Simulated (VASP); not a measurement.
MgS: electric field gradients with LDA

The system is MgS.

```
Mg S
1.0
    -0.05203    2.57563    2.57563
     2.57563   -0.05203    2.57563
     2.57563    2.57563   -0.05203
Mg S
1 1
Direct
  0.00000 0.00000 0.00000
  0.50000 0.50000 0.50000
```

This cell differs from its parent crystal: equal xy, yz and zx shear strains of -2 %.

```
Program                : VASP 6.6.1
Task                   : electric field gradients
Functional             : LDA
Potentials or basis    : VASP PAW LDA potentials, release 64 (Mg, S)
Cutoff                 : 520 eV
k mesh                 : 8 × 8 × 8
Occupations            : fermi-dirac, width 0.01 eV
Spin                   : no spin polarisation
Dipole correction      : no
Further INCAR settings : ALGO = Normal; EDIFF = 1e-08; NBANDS = 11
```

| Item | Value |
| --- | --- |
| Pressure | -3.8 GPa |
| Band gap on the k mesh | 2.37 eV, indirect (least direct gap 3.30 eV) |

Stress tensor (GPa, compression positive):
```
-3.82  1.06  1.06
 1.06 -3.82  1.06
 1.06  1.06 -3.82
```

Levels at points of the mesh, in eV from the valence-band top:
```
           k point  band 1  band 2  band 3  band 4  band 5  band 6  band 7  band 8  band 9
(0.00, 0.00, 0.00)  -12.82   -0.27   -0.27    0.00    3.30    7.49    7.49    8.03   10.10
(0.50, 0.00, 0.00)  -11.51   -5.12   -0.80   -0.65    4.26    6.52    6.79    9.68   11.72
(0.50, 0.50, 0.00)  -11.10   -4.43   -2.01   -1.75    2.37    4.09   11.55   12.56   12.87
(0.50, 0.50, 0.50)  -11.40   -4.99   -0.91   -0.91    3.99    6.33    6.33    9.58   11.86
```

Electric field gradients, principal values (V/Å²):
```
atom   least  middle  greatest (by size)
1 Mg  -0.349  -0.349               0.699
 2 S   5.496   5.496             -10.992
```

Wall time 19 s on 1 thread of Intel(R) Xeon(R) 6975P-C (Granite Rapids), on a shared host, peak memory 0.15 GiB.

Caveat: the cell differs from its parent crystal (equal xy, yz and zx shear strains of -2 %); without QUAD_EFG the Cq values of the log hold for a quadrupole moment of 1 mb, not for the nuclei. A k mesh can miss the band edges.
